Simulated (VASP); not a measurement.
**BaTiO3: single point with HSE06**

The system is BaTiO3.

```
CELL_PARAMETERS angstrom
3.99410 0.00000 0.00000
0.00000 3.99410 0.00000
0.00000 0.00000 3.99410
ATOMIC_POSITIONS crystal
Ba 0.00000 0.00000 0.00000
Ti 0.50000 0.50000 0.50000
O 0.50000 0.50000 0.00000
O 0.50000 0.00000 0.50000
O 0.00000 0.50000 0.50000
```

```
Program             : VASP 6.6.1
Task                : single point
Functional          : HSE06
Potentials or basis : VASP PAW PBE potentials, release 64 (Ba_sv, Ti_sv, O)
Cutoff              : 520 eV
k mesh              : 4 × 4 × 4
Occupations         : gaussian, width 0.01 eV
Spin                : no spin polarisation
```

```yaml
Pressure: -0.6 GPa
Band_gap_on_the_k_mesh: 3.14 eV, indirect (least direct gap 3.26 eV)
```

Levels at points of the mesh, in eV from the valence-band top:
```
           k point  band 18  band 19  band 20  band 21  band 22  band 23
(0.00, 0.00, 0.00)    -0.12    -0.12    -0.12     3.14     3.14     3.14
(0.50, 0.00, 0.00)    -1.93    -0.76    -0.76     3.32     5.08     5.08
(0.50, 0.50, 0.00)    -0.92    -0.92    -0.09     5.10     5.10     5.62
(0.50, 0.50, 0.50)     0.00     0.00     0.00     5.89     5.89     5.89
```

Run time: 16 min on 1 × NVIDIA H100 80GB with 1 thread of AMD EPYC 7R13 Processor (Zen 3), with other jobs on the host, peak memory 1.2 GiB.

Caveat: the PAW data sets were made with another functional, which shifts forces and pressure a little; spin-orbit coupling is left out, which moves the levels of the heavy elements. A k mesh can miss the band edges.
